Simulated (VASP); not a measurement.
# K2Pt (Fm-3m) in VASP: single point with LDA

Aim: the single point of K2Pt with LDA.

Everything below comes from runs of VASP 6.6.1. Logs are shortened: lines on timing, memory, paths and dates and some standing lists are left out, and cuts for length are marked.

### 1 The cell of the first run

It takes space group Fm-3m (No. 225, cubic). The conventional cell has a = 7.563 Å, b = 7.563 Å, c = 7.563 Å, α = 90.00°, β = 90.00°, γ = 90.00°. K (site symmetry -43m) has 4 Pt at 3.27 Å and 6 K at 3.78 Å within 4.3 Å. Within 4.3 Å of Pt (site symmetry m-3m) lie 8 K at 3.27 Å.

### 2 Single point, LDA

Contents of INCAR:

```
PREC = Accurate
ENCUT = 520
EDIFF = 1E-6
ISMEAR = 0
SIGMA = 0.01
LREAL = F
LASPH = T
NELM = 60
ALGO = Normal
ISIF = 2
LWAVE = F
LCHARG = T
LELF = T
LVHAR = T
NBANDS = 21
```

Contents of KPOINTS:

```
Automatic mesh
0
Gamma
  5 5 5
```

Contents of POSCAR:

```
K2Pt
1.0
    0.0000000000      3.7814600000      3.7814600000
    3.7814600000      0.0000000000      3.7814600000
    3.7814600000      3.7814600000      0.0000000000
K Pt
2 1
Direct
    0.7500000000      0.7500000000      0.7500000000
    0.2500000000      0.2500000000      0.2500000000
    0.0000000000      0.0000000000      0.0000000000
```

Potentials or basis: VASP PAW LDA potentials, release 64 (K_sv, Pt).

Launch:

```bash
$ cat potpaw_LDA.64/K_sv/POTCAR potpaw_LDA.64/Pt/POTCAR > POTCAR
$ mpirun -np 1 vasp_std > vasp.out
```

OUTCAR:

```text
PREC = Accurate
   ENCUT = 520
   EDIFF = 1E-6
   ISMEAR = 0
   LREAL = F
   LASPH = T
   NELM = 60
   ISIF = 2

 ion  position               nearest neighbor table
   1  0.750  0.750  0.750-   3 3.27   3 3.27   3 3.27   3 3.27   2 3.78   2 3.78   2 3.78   2 3.78
                             2 3.78   2 3.78
   2  0.250  0.250  0.250-   3 3.27   3 3.27   3 3.27   3 3.27   1 3.78   1 3.78   1 3.78   1 3.78
                             1 3.78   1 3.78
   3  0.000  0.000  0.000-   1 3.27   2 3.27   1 3.27   1 3.27   1 3.27   2 3.27   2 3.27   2 3.27

  LATTYP: Found a face centered cubic cell.
 ALAT       =     7.5629200000

  Lattice vectors:

 A1 = (   0.0000000000,   3.7814600000,   3.7814600000)
 A2 = (   3.7814600000,   0.0000000000,   3.7814600000)
 A3 = (   3.7814600000,   3.7814600000,   0.0000000000)

Analysis of symmetry for initial positions (statically):
=====================================================================
 Subroutine PRICEL returns:
 Original cell was already a primitive cell.

 Routine SETGRP: Setting up the symmetry group for a
 face centered cubic supercell.

 Subroutine GETGRP returns: Found 48 space group operations
 (whereof 48 operations were pure point group operations)
 out of a pool of 48 trial point group operations.

The static configuration has the point symmetry O_h .

Analysis of symmetry for dynamics (positions and initial velocities):
=====================================================================
 Subroutine PRICEL returns:
 Original cell was already a primitive cell.

 Routine SETGRP: Setting up the symmetry group for a
 face centered cubic supercell.

 Subroutine GETGRP returns: Found 48 space group operations
 (whereof 48 operations were pure point group operations)
 out of a pool of 48 trial point group operations.

The dynamic configuration has the point symmetry O_h .

 Subroutine INISYM returns: Found 48 space group operations
 (whereof 48 operations are pure point group operations),
 and found     1 'primitive' translations

----------------------------------------------------------------------------------------

                                     Primitive cell

  volume of cell :     108.1455

  direct lattice vectors                    reciprocal lattice vectors
     0.000000000  3.781460000  3.781460000    -0.132224062  0.132224062  0.132224062
     3.781460000  0.000000000  3.781460000     0.132224062 -0.132224062  0.132224062
     3.781460000  3.781460000  0.000000000     0.132224062  0.132224062 -0.132224062

  length of vectors
     5.347792018  5.347792018  5.347792018     0.229018793  0.229018793  0.229018793

  position of ions in fractional coordinates (direct lattice)
     0.750000000  0.750000000  0.750000000
     0.250000000  0.250000000  0.250000000
     0.000000000  0.000000000  0.000000000

  ion indices of the primitive-cell ions
   primitive index   ion index
                 1           1
                 2           2
                 3           3

----------------------------------------------------------------------------------------

 KPOINTS: Automatic mesh

Automatic generation of k-mesh.
 Grid dimensions read from file:
 generate k-points for:    5    5    5

 Generating k-lattice:

  Cartesian coordinates                     Fractional coordinates (reciprocal lattice)
    -0.026444812  0.026444812  0.026444812     0.200000000  0.000000000  0.000000000
     0.026444812 -0.026444812  0.026444812     0.000000000  0.200000000  0.000000000
     0.026444812  0.026444812 -0.026444812     0.000000000  0.000000000  0.200000000

  Length of vectors
     0.045803759  0.045803759  0.045803759

  Shift w.r.t. Gamma in fractional coordinates (k-lattice)
     0.000000000  0.000000000  0.000000000

 Subroutine IBZKPT returns following result:
 ===========================================

 Found     10 irreducible k-points:

 Following reciprocal coordinates:
            Coordinates               Weight
  0.000000  0.000000  0.000000      1.000000
  0.200000  0.000000  0.000000      8.000000
  0.400000  0.000000  0.000000      8.000000
  0.200000  0.200000  0.000000      6.000000
  0.400000  0.200000  0.000000     24.000000
 -0.400000  0.200000  0.000000     24.000000
 -0.200000  0.200000  0.000000     12.000000
  0.400000  0.400000  0.000000      6.000000
 -0.400000  0.400000  0.000000     12.000000
 -0.400000  0.400000  0.200000     24.000000
   k-points           NKPTS =     10   k-points in BZ     NKDIM =     10   number of bands    NBANDS=     21
   number of dos      NEDOS =    301   number of ions     NIONS =      3
   total plane-waves  NPLWV =  64000
   dimension x,y,z NGX =    40 NGY =   40 NGZ =   40
   dimension x,y,z NGXF=    80 NGYF=   80 NGZF=   80
   ions per type =               2   1
   NGX,Y,Z   is equivalent  to a cutoff of  12.43, 12.43, 12.43 a.u.
   NGXF,Y,Z  is equivalent  to a cutoff of  24.87, 24.87, 24.87 a.u.
 SYSTEM =  unknown system
   PREC   = accura    normal or accurate (medium, high low for compatibility)
   ISTART =      0    job   : 0-new  1-cont  2-samecut
   ICHARG =      2    charge: 1-file 2-atom 10-const
   ISPIN  =      1    spin polarized calculation?
   LNONCOLLINEAR =      F non collinear calculations
   LSORBIT =      F    spin-orbit coupling
   LASPH  =      T    aspherical Exc in radial PAW
   ENCUT  =  520.0 eV  38.22 Ry    6.18 a.u.   9.94  9.94  9.94*2*pi/ulx,y,z
   NELM   =     60;   NELMIN=  2; NELMDL= -5     # of ELM steps
   EDIFF  = 0.1E-05   stopping-criterion for ELM
   LREAL  =      F    real-space projection
   EDIFFG = 0.1E-04   stopping-criterion for IOM
   NSW    =      0    number of steps for IOM
   IBRION =     -1    ionic relax: 0-MD 1-quasi-New 2-CG
   NFREE  =      0    steps in history (QN), initial steepest desc. (CG)
   ISIF   =      2    stress and relaxation
   ISYM   =      2    0-nonsym 1-usesym 2-fastsym
   POTIM  = 0.5000    time-step for ionic-motion
   TEBEG  =    0.0;   TEEND  =   0.0 temperature during run
   PSTRESS=    0.0 pullay stress
   NELECT =      28.0000    total number of electrons
   NUPDOWN=      -1.0000    fix difference up-down
   EMIN   =  10.00;   EMAX   =-10.00  energy-range for DOS
   EFERMI =   0.00;   METHOD = LEGACY
   ISMEAR =     0;   SIGMA  =   0.01  broadening in eV -4-tet -1-fermi 0-gaus
   EFERMI_NEDOS =   21; number of points for ismear=-14 and -15
   IALGO  =     38    algorithm
   IMIX   =      4    mixing-type and parameters
     AMIX     =   0.40;   BMIX     =  1.00
     AMIX_MAG =   1.60;   BMIX_MAG =  1.00
  volume/ion in A,a.u.               =      36.05       243.27
  Fermi-wavevector in a.u.,A,eV,Ry     =   1.043417  1.971773 14.812928  1.088719
  Thomas-Fermi vector in A             =   2.178125
   LORBIT       =      0    0 simple, 1 ext, 2 COOP (PROOUT), +10 PAW based schemes
   GGA     = CA    functional components
   LHFCALC =     F    Hartree Fock is set to
   AEXX    =    0.0000 exact exchange contribution
   IVDW    =     0    specifies the selected vdW correction
   LEPSILON=     F    determine dielectric tensor
   LRPA    =     F    only Hartree local field effects (RPA)
 non-spin polarized calculation
 Gauss-broadening in eV      SIGMA  =   0.01
  energy-cutoff  :      520.00
  volume of cell :      108.15
 maximum number of plane-waves:      2934
   NGX = 19   NGY = 19   NGZ = 19

 number of electron      28.0000005 magnetization

 Free energy of the ion-electron system (eV)
  ---------------------------------------------------
  ext. energy  EPLUGINS =         0.00000000
  ---------------------------------------------------
  free energy    TOTEN  =        -9.45401279 eV

  energy without entropy =       -9.45401279  energy(sigma->0) =       -9.45401279

 E-fermi :   0.1370     XC(G=0):  -8.0258

 val. band max:        0.0428123389   @ k =   0.4000   0.4000   0.0000
 cond. band min:       1.5891226544   @ k =   0.4000   0.0000   0.0000
 fundamental gap:      1.5463103155
 Fermi energy:         0.1369906554

 k-point     1 :       0.0000    0.0000    0.0000
  band No.  band energies     occupation
      1     -29.2670      2.00000
      2     -29.1965      2.00000
      3     -13.1124      2.00000
      4     -13.1124      2.00000
      5     -13.1124      2.00000
      6     -12.8805      2.00000
[... 13 lines left out ...]
     20       5.8712      0.00000
     21       8.9904      0.00000

 k-point     2 :       0.2000    0.0000    0.0000
  band No.  band energies     occupation
      1     -29.2600      2.00000
      2     -29.2030      2.00000
      3     -13.0947      2.00000
      4     -13.0917      2.00000
      5     -13.0917      2.00000
      6     -12.9163      2.00000
[... 13 lines left out ...]
     20       6.8538      0.00000
     21       7.6692      0.00000

 k-point     3 :       0.4000    0.0000    0.0000
  band No.  band energies     occupation
      1     -29.2419      2.00000
      2     -29.2203      2.00000
      3     -13.0518      2.00000
      4     -13.0364      2.00000
      5     -13.0364      2.00000
      6     -12.9876      2.00000
[... 13 lines left out ...]
     20       6.2879      0.00000
     21       6.8382      0.00000
[... 121 lines left out ...]
 k-point     9 :      -0.4000    0.4000    0.0000
  band No.  band energies     occupation
      1     -29.2377      2.00000
      2     -29.2237      2.00000
      3     -13.2038      2.00000
      4     -13.1304      2.00000
      5     -13.1231      2.00000
      6     -12.8825      2.00000
[... 13 lines left out ...]
     20       6.2796      0.00000
     21       6.8112      0.00000

 k-point    10 :      -0.4000    0.4000    0.2000
  band No.  band energies     occupation
      1     -29.2365      2.00000
      2     -29.2250      2.00000
      3     -13.1731      2.00000
      4     -13.1572      2.00000
      5     -13.0461      2.00000
      6     -12.9630      2.00000
[... 13 lines left out ...]
     20       6.3801      0.00000
     21       6.6961      0.00000

------------------------ aborting loop because EDIFF is reached ----------------------------------------

  FORCE on cell =-STRESS in cart. coord.  units (eV):
  Direction    XX          YY          ZZ          XY          YZ          ZX
  --------------------------------------------------------------------------------------
  -------------------------------------------------------------------------------------
  Total       -1.2155717     -1.2155717     -1.2155717      0.0000000     -0.0000000      0.0000000
  in kB      -18.0087119    -18.0087119    -18.0087119      0.0000000     -0.0000000      0.0000000
  external PRESSURE =     -18.0087119 kB  Pullay stress =       0.0000000 kB

 VOLUME and BASIS-vectors are now :
 -----------------------------------------------------------------------------
  energy-cutoff  :      520.00
  volume of cell :      108.15
      direct lattice vectors                 reciprocal lattice vectors
     0.000000000  3.781460000  3.781460000    -0.132224062  0.132224062  0.132224062
     3.781460000  0.000000000  3.781460000     0.132224062 -0.132224062  0.132224062
     3.781460000  3.781460000  0.000000000     0.132224062  0.132224062 -0.132224062

 POSITION                                       TOTAL-FORCE (eV/Angst)
 -----------------------------------------------------------------------------------
      5.67219      5.67219      5.67219         0.000000      0.000000     -0.000000
      1.89073      1.89073      1.89073        -0.000000     -0.000000      0.000000
      0.00000      0.00000      0.00000        -0.000000     -0.000000      0.000000
 -----------------------------------------------------------------------------------
    total drift:                               -0.000000     -0.000000      0.000000

  FREE ENERGIE OF THE ION-ELECTRON SYSTEM (eV)
  ---------------------------------------------------
  free  energy   TOTEN  =        -9.4540127855 eV

  energy  without entropy=       -9.4540127855  energy(sigma->0) =       -9.45401279
```

Run time: 39 s. Hardware: 1 thread of Intel Xeon 8259CL, shared host; peak memory 0.2 GiB.

Results:

* Free energy: -9.4540 eV
* Pressure: -1.8 GPa
* Band gap on the k mesh: 1.55 eV (least direct gap 1.60 eV)

Caveat: spin-orbit coupling is left out, which moves the levels of the heavy elements; an odd mesh through Γ misses points on the zone boundary, where band edges can lie.
